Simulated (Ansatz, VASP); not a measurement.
**AgCl: VASP beside Ansatz**

```xyz
2
Lattice="0.0000 2.8433 2.8060 2.8433 0.0000 2.8060 2.8433 2.8433 0.0000" Properties=species:S:1:pos:R:3 pbc="T T T"
Ag    2.9710    2.8433    2.8060
Cl   -0.3885    0.0000    0.0000
```

Change from the starting cell: mode 4 frozen in at -0.383 Å, equal normal strain along x and y +0.0133.

Alike in both runs: task single point; functional PBE; k mesh 8 × 8 × 8; occupations gaussian, width 0.05 eV; no spin polarisation.

```csv
,VASP,Ansatz
version,VASP 6.6.1,Ansatz 0.2.0
potentials or method,"VASP PAW PBE potentials, release 64 (Ag, Cl), cutoff 520 eV","scalar-relativistic, plane waves, PAW"
valence electrons in the cell,18,26
```

```csv
,VASP,Ansatz,Ansatz less VASP
gap on the k mesh at the Fermi level (eV),1.19,1.20,+0.004
least direct gap on the mesh (eV),1.63,1.63,+0.003
pressure (GPa),3.3,3.4,+0.13
"traceless stress, the component that is largest in VASP (GPa)",7.83,7.87,+0.044
rms of the force components (eV/Å),0.766,0.772,+0.0057
```

Atom by atom the forces differ by 0.006 eV/Å (rms over components). VASP's potentials hold 18 valence electrons a cell and Ansatz's 26, so a difference there can come from the potentials and not from the codes.
